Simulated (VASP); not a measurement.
Set up this calculation in VASP 6.6.1, as the native input.

| Property | Result |
| --- | --- |
| Task | single point |
| Functional | PBE |
| Potentials or basis | VASP PAW PBE potentials, release 64 (Cl, Br, Li_sv) |
| Cutoff | 520 eV |
| k mesh | 6 × 6 × 6 |
| Occupations | gaussian, width 0.01 eV |
| Spin | no spin polarisation |
| Dipole correction | no |
| Further INCAR settings | ALGO = Normal; EDIFF = 1e-07; NBANDS = 18 |

The structure of Li2BrCl lies in POSCAR:

```
Li2BrCl
1.0
    1.9242973249      1.1109935785      6.2774082877
   -1.9242973249      1.1109935785      6.2774082877
    0.0000000000     -2.2219871571      6.2774082877
Cl Br Li
1 1 2
Direct
    1.0000000000      0.0000000000      0.0000000000
    0.5000000000      0.5000000000      0.5000000000
    0.2543785645      0.2543785645      0.2543785645
    0.7456214355      0.7456214355      0.7456214355
```

This cell differs from its parent crystal: volume changed by +6%.

One way to write it, as run:

INCAR

```
PREC     = Accurate       # precision mode
ENCUT    = 520            # plane-wave cutoff, eV
EDIFF    = 1E-7           # SCF threshold, eV
ISMEAR   = 0              # smearing method
SIGMA    = 0.01           # smearing width, eV
LREAL    = F              # projectors in reciprocal space
LASPH    = T              # aspherical terms in the spheres
NELM     = 80             # most SCF steps
ALGO     = Normal         # electronic algorithm
ISIF     = 2              # what is computed and relaxed
LWAVE    = F              # write WAVECAR
LCHARG   = F              # write CHGCAR
GGA      = PE             # functional
NBANDS   = 18             # bands
```

KPOINTS

```
regular mesh
0
Gamma
  6 6 6
```

Potentials or basis: VASP PAW PBE potentials, release 64 (Cl, Br, Li_sv).

Command:

```bash
$ cat potpaw_PBE.64/Cl/POTCAR potpaw_PBE.64/Br/POTCAR potpaw_PBE.64/Li_sv/POTCAR > POTCAR
$ mpirun -np 1 vasp_std > vasp.out
```

Results of the run:

- Largest force: 0.013 eV/Å
- Band gap on the k mesh: 4.79 eV, direct

Run time: 110 s on 1 thread of Intel(R) Xeon(R) 6975P-C (Granite Rapids) (shared host), peak memory 0.35 GiB.
